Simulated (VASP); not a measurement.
# MgO (scan.b) (Fm-3m) in VASP: a series of runs

The runs below take MgO (scan.b) through single point, with r2SCAN.

All numbers are computed with VASP 6.6.1; they aren't measurements. Logs are shortened: lines on timing, memory, paths and dates and some standing lists are left out, and cuts for length are marked.

## 1. The cell of the first run

The structure is cubic, space group Fm-3m (No. 225). The conventional cell has a = 4.074 Å, b = 4.074 Å, c = 4.074 Å, α = 90.00°, β = 90.00°, γ = 90.00°. Mg (site symmetry m-3m) has 6 O at 2.04 Å within 2.7 Å. O (site symmetry m-3m) has 6 Mg at 2.04 Å within 2.7 Å.

## 2. Single point, r2SCAN (volume scaled by 0.91)

File POSCAR:

```
MgO
1.0
    0.0000000000      2.0371107065      2.0371107065
    2.0371107065      0.0000000000      2.0371107065
    2.0371107065      2.0371107065      0.0000000000
Mg O
1 1
Direct
    0.0000000000      0.0000000000      0.0000000000
    0.5000000000      0.5000000000      0.5000000000
```

File INCAR.step1:

```
SYSTEM = MgO
ALGO = Normal ; EDIFF = 1E-5
ENCUT = 660 ; GGA = PE
GGA_COMPAT = .False. ; ISMEAR = 0
LASPH = .True. ; LCHARG = .False.
LREAL = .False. ; LWAVE = .True.
NBANDS = 11 ; NELM = 120
PREC = Accurate ; SIGMA = 0.02
```

File INCAR.step2:

```
SYSTEM = MgO
ALGO = Normal ; EDIFF = 1E-6
ENCUT = 660 ; GGA_COMPAT = .False.
ISIF = 2 ; ISMEAR = 0
ISTART = 1 ; LASPH = .True.
LCHARG = .True. ; LELF = .True.
LMIXTAU = .True. ; LREAL = .False.
LVHAR = .True. ; LWAVE = .False.
METAGGA = R2SCAN ; NBANDS = 11
NELM = 120 ; PREC = Accurate
SIGMA = 0.02
```

File KPOINTS:

```
k-points
0
Gamma
  10 10 10
  0 0 0
```

Potentials or basis: VASP PAW PBE potentials, release 64 (Mg, O).

The run is started by

```sh
$ cat potpaw_PBE.64/Mg/POTCAR potpaw_PBE.64/O/POTCAR > POTCAR
$ cp INCAR.step1 INCAR
$ mpirun -np 1 vasp_std > vasp.out
$ cp INCAR.step2 INCAR
$ mpirun -np 1 vasp_std > vasp.out
```

OUTCAR:

```text
SYSTEM = MgO
   EDIFF = 1E-6
   ENCUT = 660
   ISIF = 2
   ISMEAR = 0
   ISTART = 1
   LASPH = .True.
   LREAL = .False.
   METAGGA = R2SCAN
   NELM = 120
   PREC = Accurate

 ion  position               nearest neighbor table
   1  0.000  0.000  0.000-   2 2.04   2 2.04   2 2.04   2 2.04   2 2.04   2 2.04
   2  0.500  0.500  0.500-   1 2.04   1 2.04   1 2.04   1 2.04   1 2.04   1 2.04

  LATTYP: Found a face centered cubic cell.
 ALAT       =     4.0742214130

  Lattice vectors:

 A1 = (   0.0000000000,   2.0371107065,   2.0371107065)
 A2 = (   2.0371107065,   0.0000000000,   2.0371107065)
 A3 = (   2.0371107065,   2.0371107065,   0.0000000000)

Analysis of symmetry for initial positions (statically):
=====================================================================
 Subroutine PRICEL returns:
 Original cell was already a primitive cell.

 Routine SETGRP: Setting up the symmetry group for a
 face centered cubic supercell.

 Subroutine GETGRP returns: Found 48 space group operations
 (whereof 48 operations were pure point group operations)
 out of a pool of 48 trial point group operations.

The static configuration has the point symmetry O_h .

Analysis of symmetry for dynamics (positions and initial velocities):
=====================================================================
 Subroutine PRICEL returns:
 Original cell was already a primitive cell.

 Routine SETGRP: Setting up the symmetry group for a
 face centered cubic supercell.

 Subroutine GETGRP returns: Found 48 space group operations
 (whereof 48 operations were pure point group operations)
 out of a pool of 48 trial point group operations.

The dynamic configuration has the point symmetry O_h .

 Subroutine INISYM returns: Found 48 space group operations
 (whereof 48 operations are pure point group operations),
 and found     1 'primitive' translations

----------------------------------------------------------------------------------------

                                     Primitive cell

  volume of cell :      16.9073

  direct lattice vectors                    reciprocal lattice vectors
     0.000000000  2.037110707  2.037110707    -0.245445669  0.245445669  0.245445669
     2.037110707  0.000000000  2.037110707     0.245445669 -0.245445669  0.245445669
     2.037110707  2.037110707  0.000000000     0.245445669  0.245445669 -0.245445669

  length of vectors
     2.880909589  2.880909589  2.880909589     0.425124369  0.425124369  0.425124369

  position of ions in fractional coordinates (direct lattice)
     0.000000000  0.000000000  0.000000000
     0.500000000  0.500000000  0.500000000

  ion indices of the primitive-cell ions
   primitive index   ion index
                 1           1
                 2           2

----------------------------------------------------------------------------------------

 KPOINTS: k-points

Automatic generation of k-mesh.
 Grid dimensions read from file:
 generate k-points for:   10   10   10

 Generating k-lattice:

  Cartesian coordinates                     Fractional coordinates (reciprocal lattice)
    -0.024544567  0.024544567  0.024544567     0.100000000  0.000000000  0.000000000
     0.024544567 -0.024544567  0.024544567     0.000000000  0.100000000  0.000000000
     0.024544567  0.024544567 -0.024544567     0.000000000  0.000000000  0.100000000

  Length of vectors
     0.042512437  0.042512437  0.042512437

  Shift w.r.t. Gamma in fractional coordinates (k-lattice)
     0.000000000  0.000000000  0.000000000

 Subroutine IBZKPT returns following result:
 ===========================================

 Found     47 irreducible k-points:

 Following reciprocal coordinates:
            Coordinates               Weight
  0.000000  0.000000  0.000000      1.000000
  0.100000  0.000000  0.000000      8.000000
  0.200000  0.000000  0.000000      8.000000
  0.300000  0.000000  0.000000      8.000000
  0.400000  0.000000  0.000000      8.000000
  0.500000  0.000000  0.000000      4.000000
[... 16 lines left out ...]
  0.300000  0.300000  0.000000      6.000000
  0.400000  0.300000  0.000000     24.000000
 [... further k-points ...]
   k-points           NKPTS =     47   k-points in BZ     NKDIM =     47   number of bands    NBANDS=     11
   number of dos      NEDOS =    301   number of ions     NIONS =      2
   total plane-waves  NPLWV =  13824
   dimension x,y,z NGX =    24 NGY =   24 NGZ =   24
   dimension x,y,z NGXF=    48 NGYF=   48 NGZF=   48
   ions per type =               1   1
   NGX,Y,Z   is equivalent  to a cutoff of  13.85, 13.85, 13.85 a.u.
   NGXF,Y,Z  is equivalent  to a cutoff of  27.70, 27.70, 27.70 a.u.
 SYSTEM =  MgO
   PREC   = accura    normal or accurate (medium, high low for compatibility)
   ISTART =      1    job   : 0-new  1-cont  2-samecut
   ICHARG =      0    charge: 1-file 2-atom 10-const
   ISPIN  =      1    spin polarized calculation?
   LNONCOLLINEAR =      F non collinear calculations
   LSORBIT =      F    spin-orbit coupling
   LASPH  =      T    aspherical Exc in radial PAW
   ENCUT  =  660.0 eV  48.51 Ry    6.96 a.u.   6.03  6.03  6.03*2*pi/ulx,y,z
   NELM   =    120;   NELMIN=  2; NELMDL=  0     # of ELM steps
   EDIFF  = 0.1E-05   stopping-criterion for ELM
   LREAL  =      F    real-space projection
   EDIFFG = 0.1E-04   stopping-criterion for IOM
   NSW    =      0    number of steps for IOM
   IBRION =     -1    ionic relax: 0-MD 1-quasi-New 2-CG
   NFREE  =      0    steps in history (QN), initial steepest desc. (CG)
   ISIF   =      2    stress and relaxation
   ISYM   =      2    0-nonsym 1-usesym 2-fastsym
   POTIM  = 0.5000    time-step for ionic-motion
   TEBEG  =    0.0;   TEEND  =   0.0 temperature during run
   PSTRESS=    0.0 pullay stress
   NELECT =       8.0000    total number of electrons
   NUPDOWN=      -1.0000    fix difference up-down
   EMIN   =  10.00;   EMAX   =-10.00  energy-range for DOS
   EFERMI =   0.00;   METHOD = LEGACY
   ISMEAR =     0;   SIGMA  =   0.02  broadening in eV -4-tet -1-fermi 0-gaus
   EFERMI_NEDOS =   21; number of points for ismear=-14 and -15
   IALGO  =     38    algorithm
   IMIX   =      4    mixing-type and parameters
     AMIX     =   0.40;   BMIX     =  1.00
     AMIX_MAG =   1.60;   BMIX_MAG =  1.00
  volume/ion in A,a.u.               =       8.45        57.05
  Fermi-wavevector in a.u.,A,eV,Ry     =   1.275695  2.410714 22.142091  1.627398
  Thomas-Fermi vector in A             =   2.408393
   LORBIT       =      0    0 simple, 1 ext, 2 COOP (PROOUT), +10 PAW based schemes
   METAGGA = R2SCAN    functional components
   LHFCALC =     F    Hartree Fock is set to
   AEXX    =    0.0000 exact exchange contribution
   IVDW    =     0    specifies the selected vdW correction
   LEPSILON=     F    determine dielectric tensor
   LRPA    =     F    only Hartree local field effects (RPA)
 non-spin polarized calculation
 Gauss-broadening in eV      SIGMA  =   0.02
  energy-cutoff  :      660.00
  volume of cell :       16.91
 maximum number of plane-waves:       666
   NGX = 13   NGY = 13   NGZ = 13

 number of electron       7.9999998 magnetization

 Free energy of the ion-electron system (eV)
  ---------------------------------------------------
  ext. energy  EPLUGINS =         0.00000000
  ---------------------------------------------------
  free energy    TOTEN  =       -16.08580791 eV

  energy without entropy =      -16.08580791  energy(sigma->0) =      -16.08580791

 E-fermi :   3.7535     XC(G=0): -12.1157

 val. band max:        3.5476788297   @ k =   0.0000   0.0000   0.0000
 cond. band min:      10.2322995319   @ k =   0.0000   0.0000   0.0000
 fundamental gap:      6.6846207023
 Fermi energy:         3.7534737882

 k-point     1 :       0.0000    0.0000    0.0000
  band No.  band energies     occupation
      1     -15.1919      2.00000
      2       3.5477      2.00000
      3       3.5477      2.00000
      4       3.5477      2.00000
      5      10.2323      0.00000
      6      20.9721      0.00000
      7      20.9721      0.00000
      8      20.9721      0.00000
      9      25.4169      0.00000
     10      27.2934      0.00000
     11      27.2934      0.00000

 k-point     2 :       0.1000    0.0000    0.0000
  band No.  band energies     occupation
      1     -15.0687      2.00000
      2       2.8909      2.00000
      3       3.4652      2.00000
      4       3.4652      2.00000
      5      10.8423      0.00000
      6      19.7031      0.00000
      7      21.2633      0.00000
      8      21.2633      0.00000
      9      26.7055      0.00000
     10      26.7055      0.00000
     11      27.2852      0.00000

 k-point     3 :       0.2000    0.0000    0.0000
  band No.  band energies     occupation
      1     -14.7290      2.00000
      2       1.4697      2.00000
      3       3.2566      2.00000
      4       3.2566      2.00000
      5      12.0371      0.00000
      6      18.2300      0.00000
      7      21.9073      0.00000
      8      21.9073      0.00000
      9      26.0647      0.00000
     10      26.0647      0.00000
     11      28.9639      0.00000

 k-point     4 :       0.3000    0.0000    0.0000
  band No.  band energies     occupation
      1     -14.2676      2.00000
      2      -0.0120      2.00000
      3       3.0118      2.00000
      4       3.0118      2.00000
      5      12.8689      0.00000
      6      17.8061      0.00000
      7      22.2438      0.00000
      8      22.2438      0.00000
      9      26.5352      0.00000
     10      26.5352      0.00000
     11      28.4487      0.00000
[... 239 lines left out ...]
 k-point    22 :      -0.2000    0.2000    0.0000
  band No.  band energies     occupation
      1     -14.1328      2.00000
      2       0.2063      2.00000
      3       2.0402      2.00000
      4       2.9977      2.00000
      5      14.0025      0.00000
      6      17.0557      0.00000
      7      21.0284      0.00000
      8      23.8558      0.00000
      9      23.9257      0.00000
     10      27.5512      0.00000
     11      31.8298      0.00000

 k-point    23 :       0.3000    0.3000    0.0000
  band No.  band energies     occupation
      1     -14.0390      2.00000
      2       0.1192      2.00000
      3       2.4861      2.00000
      4       2.4861      2.00000
      5      14.5468      0.00000
      6      15.1430      0.00000
      7      20.3490      0.00000
      8      24.0279      0.00000
      9      24.0279      0.00000
     10      30.2234      0.00000
     11      34.7355      0.00000

 k-point    24 :       0.4000    0.3000    0.0000
  band No.  band energies     occupation
      1     -13.7500      2.00000
      2      -0.3754      2.00000
      3       2.0773      2.00000
      4       2.3171      2.00000
      5      14.7443      0.00000
      6      15.4947      0.00000
      7      19.4710      0.00000
      8      24.4179      0.00000
      9      24.6674      0.00000
     10      31.1383      0.00000
     11      34.1928      0.00000

 [... further k-points ...]

------------------------ aborting loop because EDIFF is reached ----------------------------------------

  FORCE on cell =-STRESS in cart. coord.  units (eV):
  Direction    XX          YY          ZZ          XY          YZ          ZX
  --------------------------------------------------------------------------------------
  -------------------------------------------------------------------------------------
  Total        1.8600857      1.8600857      1.8600857     -0.0000000      0.0000000     -0.0000000
  in kB      176.2664502    176.2664502    176.2664502     -0.0000000      0.0000000     -0.0000000
  external PRESSURE =     176.2664502 kB  Pullay stress =       0.0000000 kB

 VOLUME and BASIS-vectors are now :
 -----------------------------------------------------------------------------
  energy-cutoff  :      660.00
  volume of cell :       16.91
      direct lattice vectors                 reciprocal lattice vectors
     0.000000000  2.037110707  2.037110707    -0.245445669  0.245445669  0.245445669
     2.037110707  0.000000000  2.037110707     0.245445669 -0.245445669  0.245445669
     2.037110707  2.037110707  0.000000000     0.245445669  0.245445669 -0.245445669

 POSITION                                       TOTAL-FORCE (eV/Angst)
 -----------------------------------------------------------------------------------
      0.00000      0.00000      0.00000         0.000000      0.000000      0.000000
      2.03711      2.03711      2.03711        -0.000000     -0.000000     -0.000000
 -----------------------------------------------------------------------------------
    total drift:                               -0.000000     -0.000000      0.000000

  FREE ENERGIE OF THE ION-ELECTRON SYSTEM (eV)
  ---------------------------------------------------
  free  energy   TOTEN  =       -16.0858079061 eV

  energy  without entropy=      -16.0858079061  energy(sigma->0) =      -16.08580791
```

Wall time 16 s (1 thread of Intel Xeon 6975P-C (Granite Rapids), shared host); peak memory 0.15 GiB.

Results:

| Property | Result |
| --- | --- |
| Free energy | -16.0858 eV |
| Pressure | 17.6 GPa |
| Band gap on the k mesh | 6.68 eV, direct |

Caveat: the PAW data sets were made with another functional, which shifts forces and pressure a little.

## 3. Single point, r2SCAN (volume scaled by 0.94)

File POSCAR:

```
MgO
1.0
    0.0000000000      2.0592549491      2.0592549491
    2.0592549491      0.0000000000      2.0592549491
    2.0592549491      2.0592549491      0.0000000000
Mg O
1 1
Direct
    0.0000000000      0.0000000000      0.0000000000
    0.5000000000      0.5000000000      0.5000000000
```

File INCAR.step1:

```
SYSTEM = MgO
  PREC = Accurate
  ENCUT = 660
  ISMEAR = 0
  SIGMA = 0.02
  LREAL = .False.
  LASPH = .True.
  NELM = 120
  NBANDS = 11
  GGA = PE
  ALGO = Normal
  EDIFF = 1E-5
  LWAVE = .True.
  LCHARG = .False.
  GGA_COMPAT = .False.
```

File INCAR.step2:

```
SYSTEM = MgO
  PREC = Accurate
  ENCUT = 660
  EDIFF = 1E-6
  ISMEAR = 0
  SIGMA = 0.02
  LREAL = .False.
  LASPH = .True.
  NELM = 120
  ALGO = Normal
  ISIF = 2
  LWAVE = .False.
  LCHARG = .True.
  METAGGA = R2SCAN
  LMIXTAU = .True.
  LELF = .True.
  LVHAR = .True.
  NBANDS = 11
  ISTART = 1
  GGA_COMPAT = .False.
```

File KPOINTS:

```
Automatic mesh
0
Gamma
  10 10 10
  0 0 0
```

Potentials or basis: VASP PAW PBE potentials, release 64 (Mg, O).

The run is started by

```sh
$ cat potpaw_PBE.64/Mg/POTCAR potpaw_PBE.64/O/POTCAR > POTCAR
$ cp INCAR.step1 INCAR
$ mpirun -np 1 vasp_std > vasp.out
$ cp INCAR.step2 INCAR
$ mpirun -np 1 vasp_std > vasp.out
```

It took 16 s on 1 thread of Intel Xeon 6975P-C (Granite Rapids), shared host; peak memory 0.15 GiB.

The run converged. Its results:

```
Free energy            : -16.1356 eV
Pressure               : 10.3 GPa
Band gap on the k mesh : 6.32 eV, direct
```

Levels at points of the mesh, in eV from the valence-band top:
| k point | band 1 | band 2 | band 3 | band 4 | band 5 | band 6 | band 7 | band 8 | band 9 |
| --- | --- | --- | --- | --- | --- | --- | --- | --- | --- |
| (0.00, 0.00, 0.00) | -18.56 | 0.00 | 0.00 | 0.00 | 6.32 | 17.24 | 17.24 | 17.24 | 21.58 |
| (0.50, 0.00, 0.00) | -17.13 | -4.92 | -0.75 | -0.75 | 9.26 | 14.63 | 18.15 | 18.15 | 23.47 |
| (0.50, 0.50, 0.00) | -16.86 | -4.39 | -1.47 | -1.47 | 10.12 | 11.84 | 15.07 | 21.47 | 21.47 |

Caveat: the PAW data sets were made with another functional, which shifts forces and pressure a little.

[end of part 1 of 2]
